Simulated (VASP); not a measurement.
# Zn12HO12F in VASP: single point with PBE+D3(BJ)

Aim: the single point of Zn12HO12F with PBE+D3(BJ).

All numbers are computed with VASP 6.6.1; they aren't measurements. Logs are shortened: lines on timing, memory, paths and dates and some standing lists are left out, and cuts for length are marked.

### Step 1. The cell of the first run

The cell holds a slab with vacuum, 26 atoms: a = 6.499 Å, b = 5.205 Å, c = 18.566 Å, α = 90.00°, β = 90.00°, γ = 90.00°.

### Step 2. Single point, PBE+D3(BJ)

INCAR

```
PREC = Accurate
ENCUT = 520
EDIFF = 1E-7
ISMEAR = 0
SIGMA = 0.05
LREAL = Auto
LASPH = T
NELM = 60
ALGO = Normal
ISIF = 2
LWAVE = F
LCHARG = T
GGA = PE
IVDW = 12
LELF = T
LVHAR = T
NBANDS = 131
```

KPOINTS

```
regular mesh
0
Gamma
  2 2 1
```

POSCAR

```
Zn12HO12F
1.0
    6.4988000000      0.0000000000      0.0000000000
    0.0000000000      5.2054000000      0.0000000000
    0.0000000000      0.0000000000     18.5661470000
Zn O F H
12 12 1 1
Direct
    0.2500000000      0.0000000000      0.0538615000
    0.5000000000      0.5000000000      0.1043847000
    0.0003741594      0.0116753290      0.2065760891
    0.2477886295      0.5105817980      0.2570582760
    0.2589411492      0.0126602001      0.3602168446
    0.0008454917      0.5033762670      0.4185051003
    0.7500000000      0.0000000000      0.0538615000
    1.0000000000      0.5000000000      0.1043847000
    0.5006987979      0.0117430282      0.2070267333
    0.7532915931      0.5104952158      0.2574933367
    0.7424772345      0.0124707691      0.3604719190
    0.5001183832      0.5352627615      0.3938010789
    0.2500000000      0.3823000000      0.0538615000
    0.5000000000      0.8823000000      0.1043847000
    0.0002669609      0.3899889012      0.2078476372
    0.2492181590      0.8927134547      0.2573544975
    0.2448485566      0.3920053729      0.3599266296
    0.0004818611      0.8837916867      0.4114439853
    0.7500000000      0.3823000000      0.0538615000
    1.0000000000      0.8823000000      0.1043847000
    0.5008650984      0.3913530771      0.2090995432
    0.7517204695      0.8927089014      0.2575677955
    0.7564408799      0.3921905332      0.3604613953
    0.5004006877      0.8911736175      0.4092611721
    1.0044810260      0.2663104049      0.4959866946
    1.0014983464      1.0011771157      0.4553490812
```

Potentials or basis: VASP PAW PBE potentials, release 64 (Zn, O, F, H).

Command:

```
$ cat potpaw_PBE.64/Zn/POTCAR potpaw_PBE.64/O/POTCAR potpaw_PBE.64/F/POTCAR potpaw_PBE.64/H/POTCAR > POTCAR
$ mpirun -np 1 vasp_std > vasp.out
```

OUTCAR:

```text
PREC = Accurate
   ENCUT = 520
   EDIFF = 1E-7
   ISMEAR = 0
   LREAL = Auto
   LASPH = T
   NELM = 60
   ISIF = 2
   GGA = PE
   IVDW = 12
 IVDW          = 12

 ion  position               nearest neighbor table
   1  0.250  0.000  0.054-  14 1.97  20 1.97  13 1.99
   2  0.500  0.500  0.104-  13 1.97  19 1.97  14 1.99  21 2.02
   3  0.000  0.012  0.207-  15 1.97  16 1.97  22 1.97  20 2.01
   4  0.248  0.511  0.257-  15 1.95  21 1.97  16 1.99  17 2.01  12 3.03
   5  0.259  0.013  0.360-  24 1.92  17 1.98  16 2.01  18 2.04  12 3.00
   6  0.001  0.503  0.419-  25 1.90  18 1.98  23 2.00  17 2.01
   7  0.750  0.000  0.054-  14 1.97  20 1.97  19 1.99
   8  0.000  0.500  0.104-  13 1.97  19 1.97  20 1.99  15 2.00
   9  0.501  0.012  0.207-  21 1.98  22 1.98  16 1.98  14 2.02
  10  0.753  0.510  0.257-  15 1.95  21 1.97  22 1.99  23 2.01  12 3.02
  11  0.742  0.012  0.360-  24 1.92  23 1.98  22 2.01  18 2.04  12 3.01
  12  0.500  0.535  0.394-  24 1.87  17 1.92  23 1.93   5 3.00  11 3.01  10 3.02   4 3.03
  13  0.250  0.382  0.054-   2 1.97   8 1.97   1 1.99
  14  0.500  0.882  0.104-   1 1.97   7 1.97   2 1.99   9 2.02
  15  0.000  0.390  0.208-   4 1.95  10 1.95   3 1.97   8 2.00
  16  0.249  0.893  0.257-   3 1.97   9 1.98   4 1.99   5 2.01
  17  0.245  0.392  0.360-  12 1.92   5 1.98   4 2.01   6 2.01
  18  0.000  0.884  0.411-  26 1.02   6 1.98  11 2.04   5 2.04
  19  0.750  0.382  0.054-   2 1.97   8 1.97   7 1.99
  20  0.000  0.882  0.104-   1 1.97   7 1.97   8 1.99   3 2.01
  21  0.501  0.391  0.209-   4 1.97  10 1.97   9 1.98   2 2.02
  22  0.752  0.893  0.258-   3 1.97   9 1.98  10 1.99  11 2.01
  23  0.756  0.392  0.360-  12 1.93  11 1.98   6 2.00  10 2.01
  24  0.500  0.891  0.409-  12 1.87   5 1.92  11 1.92
  25  0.004  0.266  0.496-   6 1.90
  26  0.001  0.001  0.455-  18 1.02

  LATTYP: Found a simple orthorhombic cell.
 ALAT       =     5.2054000000
 B/A-ratio  =     1.2484727398
 C/A-ratio  =     3.5667089945

  Lattice vectors:

 A1 = (   0.0000000000,  -5.2054000000,   0.0000000000)
 A2 = (   6.4988000000,   0.0000000000,   0.0000000000)
 A3 = (   0.0000000000,   0.0000000000,  18.5661470000)

Analysis of symmetry for initial positions (statically):
=====================================================================
 Subroutine PRICEL returns:
 Original cell was already a primitive cell.

 Routine SETGRP: Setting up the symmetry group for a
 simple orthorhombic supercell.

 Subroutine GETGRP returns: Found  1 space group operations
 (whereof  1 operations were pure point group operations)
 out of a pool of  8 trial point group operations.

The static configuration has the point symmetry C_1 .

Analysis of symmetry for dynamics (positions and initial velocities):
=====================================================================
 Subroutine PRICEL returns:
 Original cell was already a primitive cell.

 Routine SETGRP: Setting up the symmetry group for a
 simple orthorhombic supercell.

 Subroutine GETGRP returns: Found  1 space group operations
 (whereof  1 operations were pure point group operations)
 out of a pool of  8 trial point group operations.

The dynamic configuration has the point symmetry C_1 .

 Subroutine INISYM returns: Found  1 space group operations
 (whereof  1 operations are pure point group operations),
 and found     1 'primitive' translations

----------------------------------------------------------------------------------------

                                     Primitive cell

  volume of cell :     628.0715

  direct lattice vectors                    reciprocal lattice vectors
     6.498800000  0.000000000  0.000000000     0.153874561  0.000000000  0.000000000
     0.000000000  5.205400000  0.000000000     0.000000000  0.192108195  0.000000000
     0.000000000  0.000000000 18.566147000     0.000000000  0.000000000  0.053861472

  length of vectors
     6.498800000  5.205400000 18.566147000     0.153874561  0.192108195  0.053861472

  position of ions in fractional coordinates (direct lattice)
     0.250000000  0.000000000  0.053861500
     0.500000000  0.500000000  0.104384700
     0.000374159  0.011675329  0.206576089
     0.247788630  0.510581798  0.257058276
     0.258941149  0.012660200  0.360216845
     0.000845492  0.503376267  0.418505100
[... 18 lines left out ...]
     0.004481026  0.266310405  0.495986695
     0.001498346  0.001177116  0.455349081

  ion indices of the primitive-cell ions
   primitive index   ion index
                 1           1
                 2           2
                 3           3
                 4           4
                 5           5
                 6           6
[... 18 lines left out ...]
                25          25
                26          26

----------------------------------------------------------------------------------------

 KPOINTS: regular mesh

Automatic generation of k-mesh.
 Grid dimensions read from file:
 generate k-points for:    2    2    1

 Generating k-lattice:

  Cartesian coordinates                     Fractional coordinates (reciprocal lattice)
     0.076937281  0.000000000  0.000000000     0.500000000  0.000000000  0.000000000
     0.000000000  0.096054098  0.000000000     0.000000000  0.500000000  0.000000000
     0.000000000  0.000000000  0.053861472     0.000000000  0.000000000  1.000000000

  Length of vectors
     0.076937281  0.096054098  0.053861472

  Shift w.r.t. Gamma in fractional coordinates (k-lattice)
     0.000000000  0.000000000  0.000000000

 Subroutine IBZKPT returns following result:
 ===========================================

 Found      4 irreducible k-points:

 Following reciprocal coordinates:
            Coordinates               Weight
  0.000000  0.000000  0.000000      1.000000
  0.500000  0.000000  0.000000      1.000000
  0.000000  0.500000  0.000000      1.000000
  0.500000  0.500000  0.000000      1.000000
   k-points           NKPTS =      4   k-points in BZ     NKDIM =      4   number of bands    NBANDS=    131
   number of dos      NEDOS =    301   number of ions     NIONS =     26
   total plane-waves  NPLWV = 268800
   dimension x,y,z NGX =    48 NGY =   40 NGZ =  140
   dimension x,y,z NGXF=    96 NGYF=   80 NGZF=  280
   ions per type =              12  12   1   1
   NGX,Y,Z   is equivalent  to a cutoff of  12.28, 12.77, 12.54 a.u.
   NGXF,Y,Z  is equivalent  to a cutoff of  24.56, 25.55, 25.07 a.u.
 SYSTEM =  unknown system
   PREC   = accura    normal or accurate (medium, high low for compatibility)
   ISTART =      0    job   : 0-new  1-cont  2-samecut
   ICHARG =      2    charge: 1-file 2-atom 10-const
   ISPIN  =      1    spin polarized calculation?
   LNONCOLLINEAR =      F non collinear calculations
   LSORBIT =      F    spin-orbit coupling
   LASPH  =      T    aspherical Exc in radial PAW
   ENCUT  =  520.0 eV  38.22 Ry    6.18 a.u.  12.08  9.68 34.52*2*pi/ulx,y,z
   NELM   =     60;   NELMIN=  2; NELMDL= -5     # of ELM steps
   EDIFF  = 0.1E-06   stopping-criterion for ELM
   LREAL  =      T    real-space projection
   EDIFFG = 0.1E-05   stopping-criterion for IOM
   NSW    =      0    number of steps for IOM
   IBRION =     -1    ionic relax: 0-MD 1-quasi-New 2-CG
   NFREE  =      0    steps in history (QN), initial steepest desc. (CG)
   ISIF   =      2    stress and relaxation
   ISYM   =      2    0-nonsym 1-usesym 2-fastsym
   POTIM  = 0.5000    time-step for ionic-motion
   TEBEG  =    0.0;   TEEND  =   0.0 temperature during run
   PSTRESS=    0.0 pullay stress
   NELECT =     224.0000    total number of electrons
   NUPDOWN=      -1.0000    fix difference up-down
   EMIN   =  10.00;   EMAX   =-10.00  energy-range for DOS
   EFERMI =   0.00;   METHOD = LEGACY
   ISMEAR =     0;   SIGMA  =   0.05  broadening in eV -4-tet -1-fermi 0-gaus
   EFERMI_NEDOS =   21; number of points for ismear=-14 and -15
   IALGO  =     38    algorithm
   IMIX   =      4    mixing-type and parameters
     AMIX     =   0.40;   BMIX     =  1.00
     AMIX_MAG =   1.60;   BMIX_MAG =  1.00
  volume/ion in A,a.u.               =      24.16       163.02
  Fermi-wavevector in a.u.,A,eV,Ry     =   1.160970  2.193916 18.338644  1.347852
  Thomas-Fermi vector in A             =   2.297547
   LORBIT       =      0    0 simple, 1 ext, 2 COOP (PROOUT), +10 PAW based schemes
   GGA     = PE    functional components
   LHFCALC =     F    Hartree Fock is set to
   AEXX    =    0.0000 exact exchange contribution
   IVDW    =    12    specifies the selected vdW correction
   LEPSILON=     F    determine dielectric tensor
   LRPA    =     F    only Hartree local field effects (RPA)
 non-spin polarized calculation
 Gauss-broadening in eV      SIGMA  =   0.05
  energy-cutoff  :      520.00
  volume of cell :      628.07
 maximum number of plane-waves:     16972
   NGX = 25   NGY = 19   NGZ = 69

 number of electron     224.0000019 magnetization

 Free energy of the ion-electron system (eV)
  ---------------------------------------------------
  ext. energy  EPLUGINS =         0.00000000
  ---------------------------------------------------
  free energy    TOTEN  =      -112.03573358 eV

  energy without entropy =     -112.03573358  energy(sigma->0) =     -112.03573358

 E-fermi :  -2.1076     XC(G=0):  -5.8920

 val. band max:       -2.4198401001   @ k =   0.0000   0.0000   0.0000
 cond. band min:      -1.7131183988   @ k =   0.0000   0.0000   0.0000
 fundamental gap:      0.7067217013
 Fermi energy:        -2.1076160673

 k-point     1 :       0.0000    0.0000    0.0000
  band No.  band energies     occupation
      1     -23.8227      2.00000
      2     -21.5823      2.00000
      3     -20.6692      2.00000
      4     -20.4314      2.00000
      5     -20.2783      2.00000
      6     -20.1877      2.00000
[... 116 lines left out ...]
    123       3.7894      0.00000
    124       3.9347      0.00000

 k-point     2 :       0.5000    0.0000    0.0000
  band No.  band energies     occupation
      1     -23.8225      2.00000
      2     -21.5755      2.00000
      3     -20.4955      2.00000
      4     -20.4860      2.00000
      5     -20.3293      2.00000
      6     -20.2921      2.00000
[... 116 lines left out ...]
    123       4.1996      0.00000
    124       4.4208      0.00000

 k-point     3 :       0.0000    0.5000    0.0000
  band No.  band energies     occupation
      1     -23.8093      2.00000
      2     -21.5822      2.00000
      3     -20.4997      2.00000
      4     -20.3923      2.00000
      5     -20.2362      2.00000
      6     -20.1767      2.00000
[... 116 lines left out ...]
    123       3.3312      0.00000
    124       3.5305      0.00000

 k-point     4 :       0.5000    0.5000    0.0000
  band No.  band energies     occupation
      1     -23.8093      2.00000
      2     -21.5785      2.00000
      3     -20.3751      2.00000
      4     -20.3682      2.00000
      5     -20.2571      2.00000
      6     -20.2496      2.00000
[... 116 lines left out ...]
    123       3.2592      0.00000
    124       3.5937      0.00000
 [bands above 124 left out]

------------------------ aborting loop because EDIFF is reached ----------------------------------------

 Edisp (eV)   -4.21144

 E8    (eV) :    -1.6262

  FORCE on cell =-STRESS in cart. coord.  units (eV):
  Direction    XX          YY          ZZ          XY          YZ          ZX
  --------------------------------------------------------------------------------------
  -------------------------------------------------------------------------------------
  Total       3.79164    -0.75084    -1.03877    -0.00959    -1.22583    -0.00566
  in kB       9.67228    -1.91535    -2.64985    -0.02446    -3.12703    -0.01444
  external pressure =        1.70 kB  Pullay stress =        0.00 kB

 VOLUME and BASIS-vectors are now :
 -----------------------------------------------------------------------------
  energy-cutoff  :      520.00
  volume of cell :      628.07
      direct lattice vectors                 reciprocal lattice vectors
     6.498800000  0.000000000  0.000000000     0.153874561  0.000000000  0.000000000
     0.000000000  5.205400000  0.000000000     0.000000000  0.192108195  0.000000000
     0.000000000  0.000000000 18.566147000     0.000000000  0.000000000  0.053861472

 POSITION                                       TOTAL-FORCE (eV/Angst)
 -----------------------------------------------------------------------------------
      1.62470      0.00000      1.00000        -0.000579      1.304107      0.992874
      3.24940      2.60270      1.93802         0.004100     -0.637739     -0.530261
      0.00243      0.06077      3.83532        -0.003477     -0.006882     -0.000268
      1.61033      2.65778      4.77258         0.005824      0.005647      0.015182
      1.68281      0.06590      6.68784        -0.038259     -0.013881     -0.004484
      0.00549      2.62027      7.77003         0.009368      0.058297     -0.009023
[... 18 lines left out ...]
      0.02912      1.38625      9.20856        -0.012347     -0.071795      0.078722
      0.00974      0.00613      8.45408         0.004210      0.019632      0.038879
 -----------------------------------------------------------------------------------
    total drift:                               -0.000679      0.013382     -0.008930

  FREE ENERGIE OF THE ION-ELECTRON SYSTEM (eV)
  ---------------------------------------------------
  free  energy   TOTEN  =      -116.2471784777 eV

  energy  without entropy=     -116.2471784777  energy(sigma->0) =     -116.24717848
```

Wall time 15 min (1 thread of Oxide Virtual Turin-like, shared host); peak memory 0.66 GiB.

Results:

* Free energy: -116.2472 eV
* Largest force: 1.639 eV/Å
* Band gap on the k mesh: 0.71 eV, direct
* Dispersion energy per atom: -0.162 eV

Forces in eV/Å, atoms in the order of the input:
```
Zn  -0.001  1.304  0.993
Zn   0.004 -0.638 -0.530
Zn  -0.003 -0.007  0.000
Zn   0.006  0.006  0.015
Zn  -0.038 -0.014 -0.004
Zn   0.009  0.058 -0.009
Zn   0.001  1.305  0.991
Zn  -0.004 -0.609 -0.641
Zn  -0.006 -0.007 -0.006
Zn  -0.001  0.006  0.007
Zn   0.019 -0.004 -0.008
Zn   0.013 -0.028  0.036
O    0.015 -0.688  0.086
O    0.003  0.009 -0.559
O   -0.001  0.007 -0.017
O    0.000  0.000  0.009
O   -0.043  0.007 -0.004
O    0.015 -0.002  0.006
O   -0.011 -0.690  0.082
O    0.001 -0.005 -0.632
O   -0.006  0.013 -0.017
O    0.008 -0.002  0.006
O    0.022 -0.001 -0.015
O    0.005  0.034  0.094
F   -0.012 -0.072  0.079
H    0.004  0.020  0.039
```

Caveat: the k points lie up to 0.60 Å⁻¹ apart.
